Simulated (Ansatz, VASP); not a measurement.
**One calculation of Cu, two programs**

Contents of INCAR:

```
SYSTEM = Cu
PREC     = Accurate       ! precision mode
ENCUT    = 520            ! plane-wave cutoff, eV
EDIFF    = 1E-6           ! SCF threshold, eV
ISMEAR   = 0              ! smearing method
SIGMA    = 0.1            ! smearing width, eV
LREAL    = .FALSE.        ! projectors in reciprocal space
LASPH    = .TRUE.         ! aspherical terms in the spheres
NELM     = 60             ! most SCF steps
ALGO     = Fast           ! electronic algorithm
ISIF     = 2              ! what is computed and relaxed
LWAVE    = .FALSE.        ! write WAVECAR
LCHARG   = .FALSE.        ! write CHGCAR
GGA      = PE             ! functional
NBANDS   = 12             ! bands
```

File KPOINTS:

```
Automatic mesh
0
G
  14 14 14
  0 0 0
```

Contents of POSCAR:

```
Cu
1.0
   -1.4427933200      1.4427933200      1.3760814500
    1.4427933200     -1.4427933200      1.3760814500
    1.4427933200      1.4427933200     -1.3760814500
Cu
1
Direct
    0.0000000000      0.0000000000      0.0000000000
```

Input for Ansatz:

```yaml
crystal:
  lattice:
    - [-1.44279332, 1.44279332, 1.37608145]
    - [1.44279332, -1.44279332, 1.37608145]
    - [1.44279332, 1.44279332, -1.37608145]
  atoms:
    - { symbol: Cu, position: [0.0, 0.0, 0.0] }
basis:
  ecutwfc: 420
kpoints:
  mp_grid: { grid: [14, 14, 14] }
hamiltonian:
  xc: pbe
scf:
  occupations: { method: gaussian, width: 0.1 }
output:
  forces: true
  stress: true
  eigenvalues: true
```

Alike in both runs: task single point; functional PBE; k mesh 14 × 14 × 14; occupations gaussian, width 0.1 eV; no spin polarisation.

|  | VASP | Ansatz |
| --- | --- | --- |
| version | VASP 6.6.1 | Ansatz 0.2.0 |
| potentials or method | VASP PAW PBE potentials, release 64 (Cu), cutoff 520 eV | scalar-relativistic, plane waves, PAW |
| valence electrons in the cell | 11 | 19 |

VASP gave:

- gap on the k mesh at the Fermi level (eV): none
- pressure (GPa): 8.0
- traceless stress, the component that is largest in VASP (GPa): -0.35

Problem. Estimate Ansatz's values.

Solution. gap on the k mesh at the Fermi level (eV): none; pressure (GPa): 7.3; traceless stress, the component that is largest in VASP (GPa): -0.32.

A gap of «none» marks a metal or a gap that the smearing closes. VASP's potentials hold 11 valence electrons a cell and Ansatz's 19, so a difference there can come from the potentials and not from the codes.
